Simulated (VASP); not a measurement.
# BeC (P1) in VASP: notebook

BeC is run at these levels: LDA; tasks: single point.

All numbers are computed with VASP 6.6.1; they aren't measurements. Logs are shortened: lines on timing, memory, paths and dates and some standing lists are left out, and cuts for length are marked.

## 1. The cell of the first run

The typed cell holds 2 atoms: a = 4.071 Å, b = 4.071 Å, c = 4.071 Å, α = 33.40°, β = 33.40°, γ = 33.40°.

## 2. Single point, LDA

Input file INCAR:

```
SYSTEM = BeC
PREC     = Accurate       ! precision mode
ENCUT    = 520            ! plane-wave cutoff, eV
EDIFF    = 1E-7           ! SCF threshold, eV
ISMEAR   = -1             ! smearing method
SIGMA    = 0.1            ! smearing width, eV
LREAL    = .False.        ! projectors in reciprocal space
LASPH    = .True.         ! aspherical terms in the spheres
NELM     = 60             ! most SCF steps
ALGO     = Normal         ! electronic algorithm
ISIF     = 2              ! what is computed and relaxed
LWAVE    = .False.        ! write WAVECAR
LCHARG   = .True.         ! write CHGCAR
LELF     = .True.         ! ELF
LVHAR    = .True.       
NBANDS   = 10             ! bands
```

Input file KPOINTS:

```
Automatic mesh
0
Gamma
  9 9 9
  0 0 0
```

Input file POSCAR:

```
BeC
1.0
    1.1700339400      0.6755194100      3.8403490800
   -1.1700339400      0.6755194100      3.8403490800
    0.0000000000     -1.3510388300      3.8403490800
Be C
1 1
Direct
    0.0070840000     -0.0098960000      0.0043130000
    0.5179790000      0.5029620000      0.5021420000
```

Potentials or basis: VASP PAW LDA potentials, release 64 (Be, C).

Launch:

```bash
> cat potpaw_LDA.64/Be/POTCAR potpaw_LDA.64/C/POTCAR > POTCAR
> mpirun -np 1 vasp_std > vasp.out
```

OUTCAR:

```text
SYSTEM = BeC
   PREC = Accurate
   ENCUT = 520
   EDIFF = 1E-7
   ISMEAR = -1
   LREAL = .False.
   LASPH = .True.
   NELM = 60
   ISIF = 2

 ion  position               nearest neighbor table
   1  0.007  0.990  0.004-
   2  0.518  0.503  0.502-

  LATTYP: Found a trigonal (rhomboedric) cell.
 ALAT       =     4.0710670530
 COS(alpha) =     0.8347998616

  Lattice vectors:

 A1 = (   1.1700339400,   0.6755194100,   3.8403490800)
 A2 = (  -1.1700339400,   0.6755194100,   3.8403490800)
 A3 = (   0.0000000000,  -1.3510388300,   3.8403490800)

Analysis of symmetry for initial positions (statically):
=====================================================================
 Subroutine PRICEL returns:
 Original cell was already a primitive cell.

 Routine SETGRP: Setting up the symmetry group for a
 trigonal (rhombohedral) supercell.

 Subroutine GETGRP returns: Found  1 space group operations
 (whereof  1 operations were pure point group operations)
 out of a pool of 12 trial point group operations.

The static configuration has the point symmetry C_1 .

Analysis of symmetry for dynamics (positions and initial velocities):
=====================================================================
 Subroutine PRICEL returns:
 Original cell was already a primitive cell.

 Routine SETGRP: Setting up the symmetry group for a
 trigonal (rhombohedral) supercell.

 Subroutine GETGRP returns: Found  1 space group operations
 (whereof  1 operations were pure point group operations)
 out of a pool of 12 trial point group operations.

The dynamic configuration has the point symmetry C_1 .

 Subroutine INISYM returns: Found  1 space group operations
 (whereof  1 operations are pure point group operations),
 and found     1 'primitive' translations

----------------------------------------------------------------------------------------

                                     Primitive cell

  volume of cell :      18.2120

  direct lattice vectors                    reciprocal lattice vectors
     1.170033940  0.675519410  3.840349080     0.427338031  0.246723726  0.086797665
    -1.170033940  0.675519410  3.840349080    -0.427338031  0.246723726  0.086797665
     0.000000000 -1.351038830  3.840349080     0.000000000 -0.493447452  0.086797665

  length of vectors
     4.071067053  4.071067053  4.071067056     0.501023177  0.501023177  0.501023176

  position of ions in fractional coordinates (direct lattice)
     0.007084000  0.990104000  0.004313000
     0.517979000  0.502962000  0.502142000
[... 83 lines left out ...]
   ISIF   =      2    stress and relaxation
   ISYM   =      2    0-nonsym 1-usesym 2-fastsym
   POTIM  = 0.5000    time-step for ionic-motion
   TEBEG  =    0.0;   TEEND  =   0.0 temperature during run
   PSTRESS=    0.0 pullay stress
   NELECT =       6.0000    total number of electrons
   NUPDOWN=      -1.0000    fix difference up-down
   EMIN   =  10.00;   EMAX   =-10.00  energy-range for DOS
   EFERMI =   0.00;   METHOD = LEGACY
   ISMEAR =    -1;   SIGMA  =   0.10  broadening in eV -4-tet -1-fermi 0-gaus
   EFERMI_NEDOS =   21; number of points for ismear=-14 and -15
   IALGO  =     38    algorithm
   IMIX   =      4    mixing-type and parameters
     AMIX     =   0.40;   BMIX     =  1.00
     AMIX_MAG =   1.60;   BMIX_MAG =  1.00
  volume/ion in A,a.u.               =       9.11        61.45
  Fermi-wavevector in a.u.,A,eV,Ry     =   1.130679  2.136673 17.394151  1.278434
  Thomas-Fermi vector in A             =   2.267376
   LORBIT       =      0    0 simple, 1 ext, 2 COOP (PROOUT), +10 PAW based schemes
   GGA     = CA    functional components
   LHFCALC =     F    Hartree Fock is set to
   AEXX    =    0.0000 exact exchange contribution
   IVDW    =     0    specifies the selected vdW correction
   LEPSILON=     F    determine dielectric tensor
   LRPA    =     F    only Hartree local field effects (RPA)
 non-spin polarized calculation
  energy-cutoff  :      520.00
  volume of cell :       18.21
 maximum number of plane-waves:       512
   NGX = 15   NGY = 15   NGZ = 15

 number of electron       6.0000000 magnetization

 Free energy of the ion-electron system (eV)
  ---------------------------------------------------
  ext. energy  EPLUGINS =         0.00000000
  ---------------------------------------------------
  free energy    TOTEN  =       -10.05086477 eV

  energy without entropy =      -10.02776165  energy(sigma->0) =      -10.03931321

 E-fermi :   5.4211     XC(G=0): -10.9299

 val. band max:        5.4182383672   @ k =   0.1111   0.0000  -0.3333
 cond. band min:       5.4341387623   @ k =   0.4444   0.2222   0.1111
 fundamental gap:      0.0159003951
 Fermi energy:         5.4210652614

 k-point     1 :       0.0000    0.0000    0.0000
  band No.  band energies     occupation
      1      -9.0841      2.00000
      2      -0.3490      2.00000
      3       2.2717      2.00000
      4      11.1759      0.00000
      5      11.1785      0.00000
      6      16.6820      0.00000
      7      21.5628      0.00000
      8      21.5675      0.00000
      9      27.5884      0.00000
     10      30.2131      0.00000
[... 287 lines left out ...]
 k-point    24 :      -0.3333    0.0000   -0.1111
  band No.  band energies     occupation
      1      -6.4697      2.00000
      2       0.9957      2.00000
      3       5.1669      1.85396
      4       5.9001      0.01648
      5       8.6273      0.00000
      6      13.3201      0.00000
      7      16.3861      0.00000
      8      16.7142      0.00000
      9      24.2255      0.00000
     10      26.8353      0.00000

 [... further k-points ...]

------------------------ aborting loop because EDIFF is reached ----------------------------------------

  FORCE on cell =-STRESS in cart. coord.  units (eV):
  Direction    XX          YY          ZZ          XY          YZ          ZX
  --------------------------------------------------------------------------------------
  -------------------------------------------------------------------------------------
  Total       -2.1798130     -2.1936960     -6.5742589     -0.0009357      0.0043409     -0.0005177
  in kB     -191.7659808   -192.9873182   -578.3611850     -0.0823164      0.3818843     -0.0455469
  external PRESSURE =    -321.0381613 kB  Pullay stress =       0.0000000 kB

 VOLUME and BASIS-vectors are now :
 -----------------------------------------------------------------------------
  energy-cutoff  :      520.00
  volume of cell :       18.21
      direct lattice vectors                 reciprocal lattice vectors
     1.170033940  0.675519410  3.840349080     0.427338031  0.246723726  0.086797665
    -1.170033940  0.675519410  3.840349080    -0.427338031  0.246723726  0.086797665
     0.000000000 -1.351038830  3.840349080     0.000000000 -0.493447452  0.086797665

 POSITION                                       TOTAL-FORCE (eV/Angst)
 -----------------------------------------------------------------------------------
     -1.15017      0.66779      3.84611         0.000835     -0.006507     -0.308376
      0.01757      0.01125      5.84917        -0.000835      0.006507      0.308376
 -----------------------------------------------------------------------------------
    total drift:                               -0.000000     -0.000002     -0.000050

  FREE ENERGIE OF THE ION-ELECTRON SYSTEM (eV)
  ---------------------------------------------------
  free  energy   TOTEN  =       -10.0508647657 eV

  energy  without entropy=      -10.0277616460  energy(sigma->0) =      -10.03931321
```

OSZICAR:

```text
N       E                     dE             d eps       ncg     rms          rms(c)
DAV:   1     0.862983437009E+00    0.86298E+00   -0.31587E+03  7364   0.529E+02
DAV:   2    -0.978755374960E+01   -0.10651E+02   -0.10168E+02 10122   0.752E+01
DAV:   3    -0.100735839574E+02   -0.28603E+00   -0.28389E+00  8538   0.103E+01
DAV:   4    -0.100743451862E+02   -0.76123E-03   -0.76103E-03  8084   0.598E-01
DAV:   5    -0.100743461933E+02   -0.10070E-05   -0.10068E-05  8262   0.229E-02    0.141E+00
DAV:   6    -0.100580051825E+02    0.16341E-01   -0.84483E-03  8064   0.460E-01    0.824E-01
DAV:   7    -0.100508854058E+02    0.71198E-02   -0.12018E-02  8094   0.561E-01    0.852E-02
DAV:   8    -0.100508728502E+02    0.12556E-04   -0.65177E-04  8068   0.163E-01    0.453E-02
DAV:   9    -0.100508645488E+02    0.83014E-05   -0.71222E-05  7922   0.440E-02    0.137E-02
DAV:  10    -0.100508648392E+02   -0.29041E-06   -0.48786E-06  7992   0.153E-02    0.438E-03
DAV:  11    -0.100508647657E+02    0.73481E-07   -0.30712E-07  8126   0.328E-03
   1 F= -.10050865E+02 E0= -.10039313E+02  d E =-.231031E-01
```

stdout:

```text
POSCAR found type information on POSCAR BeC
 POSCAR found :  2 types and       2 ions
 scaLAPACK will be used
 LDA part: xc-table for (Slater(with rela. corr.)+CA(PZ))
 , standard interpolation
 POSCAR, INCAR and KPOINTS ok, starting setup
 FFT: planning ... GRIDC
 FFT: planning ... GRID_SOFT
 FFT: planning ... GRID
 WAVECAR not read
 entering main loop
```

Wall time 3.3 min (1 thread of Intel Xeon 8259CL, shared host); peak memory 0.2 GiB.

What came out:

```
Free energy            : -10.0509 eV
Pressure               : -32.1 GPa
Largest force          : 0.308 eV/Å
Band gap on the k mesh : zero (bands 3 and 4 overlap by 5.22 eV)
```

Forces in eV/Å, atoms in the order of the input:
```
Be   0.001 -0.007 -0.308
C   -0.001  0.007  0.308
```

Caveat: the stress differs along the axes, from -58 to -19 GPa.

## 3. Single point, LDA

Input file INCAR:

```
SYSTEM = BeC
ALGO = Normal ; EDIFF = 1E-6
ENCUT = 520 ; ISIF = 2
ISMEAR = -1 ; LASPH = .True.
LCHARG = .False. ; LREAL = .False.
LWAVE = .False. ; NBANDS = 10
NELM = 60 ; PREC = Accurate
SIGMA = 0.1
```

Input file KPOINTS:

```
k-points
0
Gamma
  12 12 12
  0 0 0
```

POSCAR is that of step 2.

Potentials or basis: VASP PAW LDA potentials, release 64 (Be, C).

Launch:

```bash
> cat potpaw_LDA.64/Be/POTCAR potpaw_LDA.64/C/POTCAR > POTCAR
> mpirun -np 1 vasp_std > vasp.out
```

OUTCAR:

```text
SYSTEM = BeC
   EDIFF = 1E-6
   ENCUT = 520
   ISIF = 2
   ISMEAR = -1
   LASPH = .True.
   LREAL = .False.
   NELM = 60
   PREC = Accurate

 ion  position               nearest neighbor table
   1  0.007  0.990  0.004-
   2  0.518  0.503  0.502-

  LATTYP: Found a trigonal (rhomboedric) cell.
 ALAT       =     4.0710670530
 COS(alpha) =     0.8347998616

  Lattice vectors:

 A1 = (   1.1700339400,   0.6755194100,   3.8403490800)
 A2 = (  -1.1700339400,   0.6755194100,   3.8403490800)
 A3 = (   0.0000000000,  -1.3510388300,   3.8403490800)

Analysis of symmetry for initial positions (statically):
=====================================================================
 Subroutine PRICEL returns:
 Original cell was already a primitive cell.

 Routine SETGRP: Setting up the symmetry group for a
 trigonal (rhombohedral) supercell.

 Subroutine GETGRP returns: Found  1 space group operations
 (whereof  1 operations were pure point group operations)
 out of a pool of 12 trial point group operations.

The static configuration has the point symmetry C_1 .

Analysis of symmetry for dynamics (positions and initial velocities):
=====================================================================
 Subroutine PRICEL returns:
 Original cell was already a primitive cell.

 Routine SETGRP: Setting up the symmetry group for a
 trigonal (rhombohedral) supercell.

 Subroutine GETGRP returns: Found  1 space group operations
 (whereof  1 operations were pure point group operations)
 out of a pool of 12 trial point group operations.

The dynamic configuration has the point symmetry C_1 .

 Subroutine INISYM returns: Found  1 space group operations
 (whereof  1 operations are pure point group operations),
 and found     1 'primitive' translations

----------------------------------------------------------------------------------------

                                     Primitive cell

  volume of cell :      18.2120

  direct lattice vectors                    reciprocal lattice vectors
[... 114 lines left out ...]
   AEXX    =    0.0000 exact exchange contribution
   IVDW    =     0    specifies the selected vdW correction
   LEPSILON=     F    determine dielectric tensor
   LRPA    =     F    only Hartree local field effects (RPA)
 non-spin polarized calculation
  energy-cutoff  :      520.00
  volume of cell :       18.21
 maximum number of plane-waves:       512
   NGX = 15   NGY = 15   NGZ = 15

 number of electron       6.0000000 magnetization

 Free energy of the ion-electron system (eV)
  ---------------------------------------------------
  ext. energy  EPLUGINS =         0.00000000
  ---------------------------------------------------
  free energy    TOTEN  =       -10.08305162 eV

  energy without entropy =      -10.06843900  energy(sigma->0) =      -10.07574531

 E-fermi :   5.3705     XC(G=0): -10.9296

 val. band max:        5.3701218627   @ k =   0.0000  -0.3333   0.0833
 cond. band min:       5.3711749074   @ k =   0.3333  -0.0000  -0.0833
 fundamental gap:      0.0010530447
 Fermi energy:         5.3705135114

 k-point     1 :       0.0000    0.0000    0.0000
  band No.  band energies     occupation
      1      -9.0896      2.00000
      2      -0.3474      2.00000
      3       2.2770      2.00000
      4      11.1669      0.00000
      5      11.1695      0.00000
      6      16.6853      0.00000
      7      21.5726      0.00000
      8      21.5773      0.00000
      9      27.5845      0.00000
     10      30.2123      0.00000
[... 287 lines left out ...]
 k-point    24 :      -0.1667    0.0000   -0.0833
  band No.  band energies     occupation
      1      -8.4451      2.00000
      2      -0.1764      2.00000
      3       3.2863      2.00000
      4       9.5000      0.00000
      5      10.4733      0.00000
      6      16.0196      0.00000
      7      19.3556      0.00000
      8      19.7927      0.00000
      9      26.0980      0.00000
     10      28.2529      0.00000

 [... further k-points ...]

------------------------ aborting loop because EDIFF is reached ----------------------------------------

  FORCE on cell =-STRESS in cart. coord.  units (eV):
  Direction    XX          YY          ZZ          XY          YZ          ZX
  --------------------------------------------------------------------------------------
  -------------------------------------------------------------------------------------
  Total       -2.1318559     -2.1440388     -6.4325783     -0.0008056      0.0022962     -0.0003836
  in kB     -187.5470258   -188.6187964   -565.8970350     -0.0708702      0.2020077     -0.0337474
  external PRESSURE =    -314.0209524 kB  Pullay stress =       0.0000000 kB

 VOLUME and BASIS-vectors are now :
 -----------------------------------------------------------------------------
  energy-cutoff  :      520.00
  volume of cell :       18.21
      direct lattice vectors                 reciprocal lattice vectors
     1.170033940  0.675519410  3.840349080     0.427338031  0.246723726  0.086797665
    -1.170033940  0.675519410  3.840349080    -0.427338031  0.246723726  0.086797665
     0.000000000 -1.351038830  3.840349080     0.000000000 -0.493447452  0.086797665

 POSITION                                       TOTAL-FORCE (eV/Angst)
 -----------------------------------------------------------------------------------
     -1.15017      0.66779      3.84611         0.000785     -0.006458     -0.277259
      0.01757      0.01125      5.84917        -0.000785      0.006458      0.277259
 -----------------------------------------------------------------------------------
    total drift:                               -0.000000     -0.000001     -0.000294

  FREE ENERGIE OF THE ION-ELECTRON SYSTEM (eV)
  ---------------------------------------------------
  free  energy   TOTEN  =       -10.0830516189 eV

  energy  without entropy=      -10.0684390007  energy(sigma->0) =      -10.07574531
```

OSZICAR:

```text
N       E                     dE             d eps       ncg     rms          rms(c)
DAV:   1     0.548676698757E+00    0.54868E+00   -0.30949E+03 17554   0.527E+02
DAV:   2    -0.982135722680E+01   -0.10370E+02   -0.98965E+01 24054   0.755E+01
DAV:   3    -0.101068904674E+02   -0.28553E+00   -0.28284E+00 20254   0.102E+01
DAV:   4    -0.101076656899E+02   -0.77522E-03   -0.77507E-03 19234   0.594E-01
DAV:   5    -0.101076667087E+02   -0.10188E-05   -0.10189E-05 19676   0.230E-02    0.142E+00
DAV:   6    -0.100905889407E+02    0.17078E-01   -0.88681E-03 19268   0.471E-01    0.834E-01
DAV:   7    -0.100830565090E+02    0.75324E-02   -0.11931E-02 19370   0.572E-01    0.807E-02
DAV:   8    -0.100830578131E+02   -0.13040E-05   -0.57973E-04 19118   0.163E-01    0.424E-02
DAV:   9    -0.100830514294E+02    0.63836E-05   -0.57671E-05 19028   0.400E-02    0.126E-02
DAV:  10    -0.100830516189E+02   -0.18953E-06   -0.44737E-06 18802   0.146E-02
   1 F= -.10083052E+02 E0= -.10075745E+02  d E =-.146126E-01
```

stdout:

```text
POSCAR found type information on POSCAR BeC
 POSCAR found :  2 types and       2 ions
 scaLAPACK will be used
 LDA part: xc-table for (Slater(with rela. corr.)+CA(PZ))
 , standard interpolation
 POSCAR, INCAR and KPOINTS ok, starting setup
 FFT: planning ... GRIDC
 FFT: planning ... GRID_SOFT
 FFT: planning ... GRID
 WAVECAR not read
 entering main loop
```

Wall time 6 min (1 thread of Intel Xeon 8259CL, shared host); peak memory 0.28 GiB.

What came out:

```
Free energy            : -10.0831 eV
Pressure               : -31.4 GPa
Largest force          : 0.277 eV/Å
Band gap on the k mesh : zero (bands 3 and 4 overlap by 5.64 eV)
```

Forces in eV/Å, atoms in the order of the input:
```
Be   0.001 -0.006 -0.277
C   -0.001  0.006  0.277
```

Stress tensor (GPa, compression positive):
```
-18.75  -0.01   0.00
 -0.01 -18.86   0.02
  0.00   0.02 -56.59
```

Caveat: the stress differs along the axes, from -57 to -19 GPa.

[end of part 1 of 2]
